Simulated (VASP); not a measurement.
# HfSi4 (I4/mmm) in VASP: further runs, part 2 of 2

VASP 6.6.1.

### Step 4. Relaxation of cell and atoms, PBE

INCAR reads:

```
PREC = Accurate
ENCUT = 600
EDIFF = 1E-6
ISMEAR = 0
SIGMA = 0.1
LREAL = False
LASPH = True
NELM = 100
ALGO = Normal
ISIF = 3
LWAVE = False
LCHARG = False
GGA = PE
IBRION = 2
NSW = 90
EDIFFG = -0.04
```

KPOINTS reads:

```
Automatic mesh
0
Gamma
  6 6 6
```

POSCAR reads:

```
HfSi4
1.0
   -2.1515183200      2.1515183200      4.0679752000
    2.1515183200     -2.1515183200      4.0679752000
    2.1515183200      2.1515183200     -4.0679752000
Hf Si
1 4
Direct
    0.0000000000      0.0000000000      0.0000000000
    0.2450000000      0.2450000000      0.0000000000
    0.7550000000      0.7550000000      0.0000000000
    0.5000000000      0.0000000000      0.5000000000
    0.0000000000      0.5000000000      0.5000000000
```

On the command line:

```
$ cat potpaw_PBE.64/Hf_pv/POTCAR potpaw_PBE.64/Si/POTCAR > POTCAR
$ mpirun -np 1 vasp_std > vasp.out
```

Wall time 12 min (1 thread of Intel Xeon Platinum 8488C (Sapphire Rapids), shared host); peak memory 0.3 GiB.

The run converged. Its results:

```yaml
Free_energy: -28.5457 eV
Relaxed_volume: 20.60 Å³/atom
Relaxed_cell: a = 5.305 Å, b = 5.305 Å, c = 5.305 Å, α = 121.52°, β = 121.52°, γ = 87.38°
Space_group_after_relaxing_to_0.1_Å: I4/mmm (No. 139)
Energy_gained_by_relaxing: 2039.8 meV/atom
Ionic_steps: 19
Pressure_after_relaxing: 0.1 GPa
Largest_force_after_relaxing: 0.003 eV/Å
Band_gap_on_the_k_mesh: zero (bands 13 and 14 overlap by 1.31 eV)
```

Forces on the atoms (eV/Å):
```
Hf   0.000  0.000  0.000
Si   0.000  0.000 -0.003
Si   0.000  0.000  0.003
Si   0.000  0.000  0.000
Si   0.000  0.000  0.000
```

Stress tensor (GPa, compression positive):
```
-0.01  0.00  0.00
 0.00 -0.01  0.00
 0.00  0.00  0.30
```

Step by step:
```csv
step,energy change (eV),largest force (eV/Å),pressure (GPa),volume (Å³)
1,0.0000,10.8360,64.80,75.32
2,-5.9994,0.2224,-10.43,162.81
3,-8.1682,0.6745,-1.02,116.59
4,-8.1718,0.7161,-0.54,115.63
5,-8.1718,0.7714,0.08,114.44
6,-8.7439,1.2489,-3.26,116.53
7,-8.8023,1.5357,-4.07,117.17
8,-9.1919,1.8333,-1.53,108.88
9,-9.4571,2.7894,10.09,92.03
10,-9.5769,2.1900,11.11,91.16
11,-9.6201,0.2931,14.21,89.50
12,-9.6391,1.3595,12.65,90.23
13,-9.7929,1.1814,10.36,92.02
14,-10.0965,0.6873,4.38,97.53
15,-10.1239,0.0967,-3.82,109.17
16,-10.1935,0.2804,-0.75,104.00
17,-10.1940,0.3033,-0.40,103.49
18,-10.1962,0.2289,-0.28,103.37
19,-10.1990,0.0035,0.10,103.01
```

Final structure:
```
Hf Si
1.0
    -2.59110    2.59110    3.83574
     2.59110   -2.59110    3.83574
     2.59110    2.59110   -3.83574
Hf Si
1 4
Direct
  0.00000 0.00000 0.00000
  0.34993 0.34993 0.00000
  0.65007 0.65007 0.00000
  0.50000 0.00000 0.50000
  0.00000 0.50000 0.50000
```

Levels at points of the mesh, in eV from the Fermi level:
```tsv
k point	band 11	band 12	band 13	band 14	band 15	band 16
(0.00, 0.00, 0.00)	-1.66	-1.66	-0.82	-0.03	0.35	0.53
(0.50, 0.00, 0.00)	-1.24	-1.11	0.04	0.61	1.21	1.61
(0.50, 0.50, 0.00)	-1.69	-0.03	0.43	1.47	1.49	1.50
(0.50, 0.50, 0.50)	0.51	0.99	0.99	1.28	1.28	1.71
```

Caveat: the volume moved by over 15 % at a fixed basis, so the end points are rough; spin-orbit coupling is left out, which moves the levels of the heavy elements.

### Step 5. Single point, PBE

This run uses another cell than the first one, of 20.46 Å³/atom.

INCAR reads:

```
PREC     = Accurate       # precision mode
ENCUT    = 520            # plane-wave cutoff, eV
EDIFF    = 1E-7           # SCF threshold, eV
ISMEAR   = 0              # smearing method
SIGMA    = 0.1            # smearing width, eV
LREAL    = F              # projectors in reciprocal space
LASPH    = T              # aspherical terms in the spheres
NELM     = 100            # most SCF steps
ALGO     = Normal         # electronic algorithm
ISIF     = 2              # what is computed and relaxed
LWAVE    = F              # write WAVECAR
LCHARG   = T              # write CHGCAR
GGA      = PE             # functional
LELF     = T              # ELF
LVHAR    = T            
NBANDS   = 21             # bands
```

KPOINTS reads:

```
regular mesh
0
Gamma
  10 10 10
```

POSCAR reads:

```
HfSi4
1.0
   -2.5377299032      2.5377299032      3.9719389589
    2.5377299032     -2.5377299032      3.9719389589
    2.5377299032      2.5377299032     -3.9719389589
Hf Si
1 4
Direct
    0.0000000000      0.0000000000      0.0000000000
    0.3472545922      0.3472545922      0.0000000000
    0.6527454078      0.6527454078      0.0000000000
    0.5000000000      0.0000000000      0.5000000000
    0.0000000000      0.5000000000      0.5000000000
```

On the command line:

```
$ cat potpaw_PBE.64/Hf_pv/POTCAR potpaw_PBE.64/Si/POTCAR > POTCAR
$ mpirun -np 1 vasp_std > vasp.out
```

Run time: 2.7 min. Hardware: 1 thread of Intel Xeon Platinum 8488C (Sapphire Rapids), shared host; peak memory 0.36 GiB.

Results (log left out):

```
Free energy            : -28.5753 eV
Pressure               : 0.1 GPa
Largest force          : 0.019 eV/Å
Band gap on the k mesh : zero (bands 13 and 14 overlap by 1.62 eV)
```

Forces in eV/Å, atoms in the order of the input:
```
Hf   0.000  0.000  0.000
Si   0.000  0.000  0.019
Si   0.000  0.000 -0.019
Si   0.000  0.000  0.000
Si   0.000  0.000  0.000
```

Stress tensor (GPa, compression positive):
```
0.12 0.00 0.00
0.00 0.12 0.00
0.00 0.00 0.02
```

Levels at points of the mesh, in eV from the Fermi level:
```tsv
k point	band 9	band 10	band 11	band 12	band 13	band 14	band 15	band 16	band 17	band 18
(0.00, 0.00, 0.00)	-3.49	-3.49	-1.65	-1.65	-0.63	-0.08	-0.07	0.80	0.80	3.75
(0.50, 0.00, 0.00)	-3.04	-2.67	-1.18	-0.99	-0.04	0.61	1.23	1.41	2.01	2.19
(0.50, 0.50, 0.00)	-3.85	-2.29	-1.77	-0.48	0.65	1.67	1.73	1.92	2.30	2.77
(0.50, 0.50, 0.50)	-4.38	-1.65	0.37	1.19	1.19	1.49	1.49	2.01	2.12	2.12
```

Caveat: spin-orbit coupling is left out, which moves the levels of the heavy elements.

### Step 6. Relaxation of cell and atoms, PBE

This run uses another cell than the first one, of 20.43 Å³/atom.

INCAR reads:

```
SYSTEM = HfSi4
ALGO = Normal
EDIFF = 1E-6
EDIFFG = -0.01
ENCUT = 600
GGA = PE
IBRION = 2
ISIF = 3
ISMEAR = 0
LASPH = .True.
LCHARG = .False.
LREAL = .False.
LWAVE = .False.
NELM = 80
NSW = 100
PREC = Accurate
SIGMA = 0.1
```

KPOINTS reads:

```
k-points
0
Gamma
  10 10 10
  0 0 0
```

POSCAR reads:

```
HfSi4
1.0
   -2.5390905099      2.5390905099      3.9618706819
    2.5390905099     -2.5390905099      3.9618706819
    2.5390905099      2.5390905099     -3.9618706819
Hf Si
1 4
Direct
    0.0000000000      0.0000000000      0.0000000000
    0.3486556131      0.3486556131      0.0000000000
    0.6513443869      0.6513443869      0.0000000000
    0.5000000000      0.0000000000      0.5000000000
    0.0000000000      0.5000000000      0.5000000000
```

Potentials or basis: VASP PAW PBE potentials, release 64 (Hf_pv, Si).

On the command line:

```
$ cat potpaw_PBE.64/Hf_pv/POTCAR potpaw_PBE.64/Si/POTCAR > POTCAR
$ mpirun -np 1 vasp_std > vasp.out
```

OUTCAR:

```text
SYSTEM = HfSi4
   EDIFF = 1E-6
   EDIFFG = -0.01
   ENCUT = 600
   GGA = PE
   IBRION = 2
   ISIF = 3
   ISMEAR = 0
   LASPH = .True.
   LREAL = .False.
   NELM = 80
   NSW = 100
   PREC = Accurate

 ion  position               nearest neighbor table
   1  0.000  0.000  0.000-   4 2.54   5 2.54   5 2.54   4 2.54   2 2.76   3 2.76
   2  0.349  0.349  0.000-   3 2.40   1 2.76   5 2.81   4 2.81   4 2.81   5 2.81
   3  0.651  0.651  0.000-   2 2.40   1 2.76   4 2.81   5 2.81   4 2.81   5 2.81
   4  0.500  0.000  0.500-   1 2.54   1 2.54   2 2.81   3 2.81   2 2.81   3 2.81
   5  0.000  0.500  0.500-   1 2.54   1 2.54   3 2.81   2 2.81   2 2.81   3 2.81

  LATTYP: Found a body centered tetragonal cell.
 ALAT       =     5.0781810198
 C/A-ratio  =     1.5603503170

  Lattice vectors:

 A1 = (  -2.5390905099,   2.5390905099,   3.9618706819)
 A2 = (   2.5390905099,  -2.5390905099,   3.9618706819)
 A3 = (   2.5390905099,   2.5390905099,  -3.9618706819)

Analysis of symmetry for initial positions (statically):
=====================================================================
 Subroutine PRICEL returns:
 Original cell was already a primitive cell.

 Routine SETGRP: Setting up the symmetry group for a
 body centered tetragonal supercell.

 Subroutine GETGRP returns: Found 16 space group operations
 (whereof 16 operations were pure point group operations)
 out of a pool of 16 trial point group operations.

The static configuration has the point symmetry D_4h.

Analysis of symmetry for dynamics (positions and initial velocities):
=====================================================================
 Subroutine PRICEL returns:
 Original cell was already a primitive cell.

 Routine SETGRP: Setting up the symmetry group for a
 body centered tetragonal supercell.

 Subroutine GETGRP returns: Found 16 space group operations
 (whereof 16 operations were pure point group operations)
 out of a pool of 16 trial point group operations.

The dynamic configuration has the point symmetry D_4h.

 Subroutine INISYM returns: Found 16 space group operations
 (whereof 16 operations are pure point group operations),
 and found     1 'primitive' translations

----------------------------------------------------------------------------------------

                                     Primitive cell

  volume of cell :     102.1684

  direct lattice vectors                    reciprocal lattice vectors
    -2.539090510  2.539090510  3.961870682     0.000000000  0.196920905  0.126203009
     2.539090510 -2.539090510  3.961870682     0.196920905  0.000000000  0.126203009
     2.539090510  2.539090510 -3.961870682     0.196920905  0.196920905  0.000000000

  length of vectors
     5.346997338  5.346997338  5.346997338     0.233891090  0.233891090  0.278488214

  position of ions in fractional coordinates (direct lattice)
     0.000000000  0.000000000  0.000000000
     0.348655613  0.348655613  0.000000000
     0.651344387  0.651344387  0.000000000
     0.500000000  0.000000000  0.500000000
     0.000000000  0.500000000  0.500000000

  ion indices of the primitive-cell ions
   primitive index   ion index
                 1           1
                 2           2
[... 57 lines left out ...]
   k-points           NKPTS =    102   k-points in BZ     NKDIM =    102   number of bands    NBANDS=     17
   number of dos      NEDOS =    301   number of ions     NIONS =      5
   total plane-waves  NPLWV = 110592
   dimension x,y,z NGX =    48 NGY =   48 NGZ =   48
   dimension x,y,z NGXF=    96 NGYF=   96 NGZF=   96
   ions per type =               1   4
   NGX,Y,Z   is equivalent  to a cutoff of  14.92, 14.92, 14.92 a.u.
   NGXF,Y,Z  is equivalent  to a cutoff of  29.85, 29.85, 29.85 a.u.
 SYSTEM =  HfSi4
   PREC   = accura    normal or accurate (medium, high low for compatibility)
   ISTART =      0    job   : 0-new  1-cont  2-samecut
   ICHARG =      2    charge: 1-file 2-atom 10-const
   ISPIN  =      1    spin polarized calculation?
   LNONCOLLINEAR =      F non collinear calculations
   LSORBIT =      F    spin-orbit coupling
   LASPH  =      T    aspherical Exc in radial PAW
   ENCUT  =  600.0 eV  44.10 Ry    6.64 a.u.  10.68 10.68 10.68*2*pi/ulx,y,z
   NELM   =     80;   NELMIN=  2; NELMDL= -5     # of ELM steps
   EDIFF  = 0.1E-05   stopping-criterion for ELM
   LREAL  =      F    real-space projection
   EDIFFG = -.1E-01   stopping-criterion for IOM
   NSW    =    100    number of steps for IOM
   IBRION =      2    ionic relax: 0-MD 1-quasi-New 2-CG
   NFREE  =      1    steps in history (QN), initial steepest desc. (CG)
   ISIF   =      3    stress and relaxation
   ISYM   =      2    0-nonsym 1-usesym 2-fastsym
   POTIM  = 0.5000    time-step for ionic-motion
   TEBEG  =    0.0;   TEEND  =   0.0 temperature during run
   PSTRESS=    0.0 pullay stress
   NELECT =      26.0000    total number of electrons
   NUPDOWN=      -1.0000    fix difference up-down
   EMIN   =  10.00;   EMAX   =-10.00  energy-range for DOS
   EFERMI =   0.00;   METHOD = LEGACY
   ISMEAR =     0;   SIGMA  =   0.10  broadening in eV -4-tet -1-fermi 0-gaus
   EFERMI_NEDOS =   21; number of points for ismear=-14 and -15
   IALGO  =     38    algorithm
   IMIX   =      4    mixing-type and parameters
     AMIX     =   0.40;   BMIX     =  1.00
     AMIX_MAG =   1.60;   BMIX_MAG =  1.00
  volume/ion in A,a.u.               =      20.43       137.89
  Fermi-wavevector in a.u.,A,eV,Ry     =   1.037434  1.960466 14.643527  1.076269
  Thomas-Fermi vector in A             =   2.171871
   LORBIT       =      0    0 simple, 1 ext, 2 COOP (PROOUT), +10 PAW based schemes
   GGA     = PE    functional components
   LHFCALC =     F    Hartree Fock is set to
   AEXX    =    0.0000 exact exchange contribution
   IVDW    =     0    specifies the selected vdW correction
   LEPSILON=     F    determine dielectric tensor
   LRPA    =     F    only Hartree local field effects (RPA)
 conjugate gradient relaxation of ions
 non-spin polarized calculation
 Gauss-broadening in eV      SIGMA  =   0.10
  energy-cutoff  :      600.00
  volume of cell :      102.17
 maximum number of plane-waves:      3430
 NGX is ok and might be reduce to    48
   NGX = 21   NGY = 21   NGZ = 21

--------------------------------------- Ionic step        1  -------------------------------------------

 number of electron      26.0000001 magnetization

 Free energy of the ion-electron system (eV)
  ---------------------------------------------------
  ext. energy  EPLUGINS =         0.00000000
  ---------------------------------------------------
  free energy    TOTEN  =       -28.57418917 eV

  energy without entropy =      -28.55373578  energy(sigma->0) =      -28.56396247

------------------------ aborting loop because EDIFF is reached ----------------------------------------

  FORCE on cell =-STRESS in cart. coord.  units (eV):
  Direction    XX          YY          ZZ          XY          YZ          ZX
  --------------------------------------------------------------------------------------
  -------------------------------------------------------------------------------------
  Total        0.2113811      0.2113811      0.2126263      0.0000000      0.0000000      0.0000000
  in kB        3.3148210      3.3148210      3.3343471      0.0000000      0.0000000      0.0000000
  external PRESSURE =       3.3213297 kB  Pullay stress =       0.0000000 kB
[... 143 lines left out ...]
--------------------------------------- Ionic step        5  -------------------------------------------

 number of electron      26.0000001 magnetization

 Free energy of the ion-electron system (eV)
  ---------------------------------------------------
  ext. energy  EPLUGINS =         0.00000000
  ---------------------------------------------------
  free energy    TOTEN  =       -28.57572512 eV

  energy without entropy =      -28.55591994  energy(sigma->0) =      -28.56582253

 E-fermi :   5.5216     XC(G=0): -10.0322

 val. band max:        5.5215625977   @ k =   0.3000   0.2000   0.0000
 cond. band min:       5.5376974678   @ k =  -0.1000  -0.3000   0.1000
 fundamental gap:      0.0161348702
 Fermi energy:         5.5215664233

 k-point     1 :       0.0000    0.0000    0.0000
  band No.  band energies     occupation
      1     -24.8132      2.00000
      2     -24.8132      2.00000
      3     -24.7907      2.00000
      4      -5.7674      2.00000
      5      -0.8592      2.00000
      6       0.7349      2.00000
[... 457 lines left out ...]
      4      -4.2448      2.00000
      5      -2.3361      2.00000
      6      -1.5967      2.00000
[... 9 lines left out ...]
     16       7.6477      0.00000
     17       7.9017      0.00000

 [... further k-points ...]

------------------------ aborting loop because EDIFF is reached ----------------------------------------

  FORCE on cell =-STRESS in cart. coord.  units (eV):
  Direction    XX          YY          ZZ          XY          YZ          ZX
  --------------------------------------------------------------------------------------
  -------------------------------------------------------------------------------------
  Total       -0.0133779     -0.0133779      0.0358029      0.0000000     -0.0000000      0.0000000
  in kB       -0.2091824     -0.2091824      0.5598292      0.0000000     -0.0000000      0.0000000
  external PRESSURE =       0.0471548 kB  Pullay stress =       0.0000000 kB
[... 20 lines left out ...]
  FREE ENERGIE OF THE ION-ELECTRON SYSTEM (eV)
  ---------------------------------------------------
  free  energy   TOTEN  =       -28.5757251208 eV

  energy  without entropy=      -28.5559199375  energy(sigma->0) =      -28.56582253

 reached required accuracy - stopping structural energy minimisation
```

OSZICAR:

```text
N       E                     dE             d eps       ncg     rms          rms(c)
DAV:   1     0.752444934364E+02    0.75244E+02   -0.12896E+04  3476   0.147E+03
DAV:   2    -0.244426156295E+02   -0.99687E+02   -0.98331E+02  4378   0.245E+02
DAV:   3    -0.290809439140E+02   -0.46383E+01   -0.45095E+01  4642   0.387E+01
[... 34 lines left out ...]
       N       E                     dE             d eps       ncg     rms          rms(c)
DAV:   1    -0.285757457294E+02   -0.38921E-04   -0.12593E-03  3648   0.234E-01    0.109E-01
DAV:   2    -0.285757316633E+02    0.14066E-04   -0.68167E-05  4188   0.541E-02    0.239E-02
DAV:   3    -0.285757260781E+02    0.55852E-05   -0.10350E-05  4322   0.202E-02    0.137E-02
DAV:   4    -0.285757251208E+02    0.95727E-06   -0.19873E-06  2019   0.960E-03
   5 F= -.28575725E+02 E0= -.28565823E+02  d E =-.225321E-03
```

CONTCAR:

```text
HfSi4
   1.00000000000000
    -2.5410564822376300    2.5410564822376300    3.9672057202421822
     2.5410564822376300   -2.5410564822376300    3.9672057202421822
     2.5410564822376300    2.5410564822376300   -3.9672057202421822
  Hf              Si
     1     4
Direct
     0.0000000000000000    0.0000000000000000    0.0000000000000000
     0.3475175769908433    0.3475175769908433    0.0000000000000000
     0.6524824230091567    0.6524824230091567    0.0000000000000000
     0.5000000000000000    0.0000000000000000    0.5000000000000000
     0.0000000000000000    0.5000000000000000    0.5000000000000000

  0.00000000E+00  0.00000000E+00  0.00000000E+00
  0.00000000E+00  0.00000000E+00  0.00000000E+00
  0.00000000E+00  0.00000000E+00  0.00000000E+00
  0.00000000E+00  0.00000000E+00  0.00000000E+00
  0.00000000E+00  0.00000000E+00  0.00000000E+00
```

Wall time 9.7 min (1 thread of Intel Xeon Platinum 8488C (Sapphire Rapids), shared host); peak memory 0.47 GiB.

Results:

| Quantity | Value |
| --- | --- |
| Free energy | -28.5757 eV |
| Relaxed volume | 20.49 Å³/atom |
| Relaxed cell | a = 5.353 Å, b = 5.353 Å, c = 5.353 Å, α = 123.32°, β = 123.32°, γ = 84.34° |
| Space group after relaxing (to 0.1 Å) | I4/mmm (No. 139) |
| Energy gained by relaxing | 0.3 meV/atom |
| Ionic steps | 5 |
| Pressure after relaxing | 0.0 GPa |
| Band gap on the k mesh | zero (bands 13 and 14 overlap by 1.62 eV) |

The path:
| step | energy change (eV) | largest force (eV/Å) | pressure (GPa) | volume (Å³) |
| --- | --- | --- | --- | --- |
| 1 | 0.0000 | 0.1383 | 0.33 | 102.17 |
| 2 | -0.0013 | 0.0196 | -0.21 | 102.80 |
| 3 | -0.0013 | 0.0373 | -0.13 | 102.70 |
| 4 | -0.0015 | 0.0101 | -0.03 | 102.53 |
| 5 | -0.0015 | 0.0009 | 0.00 | 102.46 |

Final structure:
```yaml
crystal:
  lattice:
    - [-2.54106, 2.54106, 3.96721]
    - [2.54106, -2.54106, 3.96721]
    - [2.54106, 2.54106, -3.96721]
  atoms:
    - { symbol: Hf, position: [0.00000, 0.00000, 0.00000] }
    - { symbol: Si, position: [0.34752, 0.34752, 0.00000] }
    - { symbol: Si, position: [0.65248, 0.65248, 0.00000] }
    - { symbol: Si, position: [0.50000, 0.00000, 0.50000] }
    - { symbol: Si, position: [0.00000, 0.50000, 0.50000] }
```

Levels at points of the mesh, in eV from the Fermi level:
```
           k point  band 9  band 10  band 11  band 12  band 13  band 14  band 15  band 16  band 17
(0.00, 0.00, 0.00)   -3.49    -3.49    -1.65    -1.65    -0.63    -0.06    -0.06     0.79     0.79
(0.50, 0.00, 0.00)   -3.02    -2.67    -1.18    -0.99    -0.04     0.62     1.23     1.42     2.01
(0.50, 0.50, 0.00)   -3.84    -2.29    -1.76    -0.46     0.64     1.66     1.72     1.89     2.29
(0.50, 0.50, 0.50)   -4.38    -1.66     0.38     1.19     1.19     1.48     1.48     1.99     2.14
```

Caveat: spin-orbit coupling is left out, which moves the levels of the heavy elements.

### Step 7. The runs side by side

```tsv
task	cell	k mesh	cutoff (eV)	gap on the mesh (eV)	pressure (GPa)	relaxed volume (Å³/atom)	largest force (eV/Å)
single point	a = 5.080 Å, angles 129.9, 129.9, 73.6°, 5 atoms, atomic positions A	6 × 6 × 6	520	none	64.8	-	10.84
single point	a = 5.347 Å, angles 123.3, 123.3, 84.4°, 5 atoms, atomic positions B	6 × 6 × 6	520	none	0.3	-	0.01
relaxation of cell and atoms	relaxed from a = 5.080 Å, angles 129.9, 129.9, 73.6°, 5 atoms, atomic positions A	6 × 6 × 6	600	none	0.1	20.60	-
single point	a = 5.353 Å, angles 123.4, 123.4, 84.2°, 5 atoms, atomic positions B	10 × 10 × 10	520	none	0.1	-	0.02
relaxation of cell and atoms	relaxed from a = 5.347 Å, angles 123.3, 123.3, 84.4°, 5 atoms, atomic positions B	10 × 10 × 10	600	none	0.0	20.49	-
```

Alike in all rows: level PBE; potentials or basis VASP PAW PBE potentials, release 64 (Hf_pv, Si); no spin polarisation; smearing gaussian 0.1 eV.

Caveats: spin-orbit coupling is left out, which moves the levels of the heavy elements; the cell stands under pressure (at least some runs); forces of over 1 eV/Å act on the atoms, so gaps and moduli don't describe the material at rest (at least some runs); the volume moved by over 15 % at a fixed basis, so the end points are rough (at least some runs).

Total energies depend on the potentials used, so only differences within one code and one set of settings carry meaning.
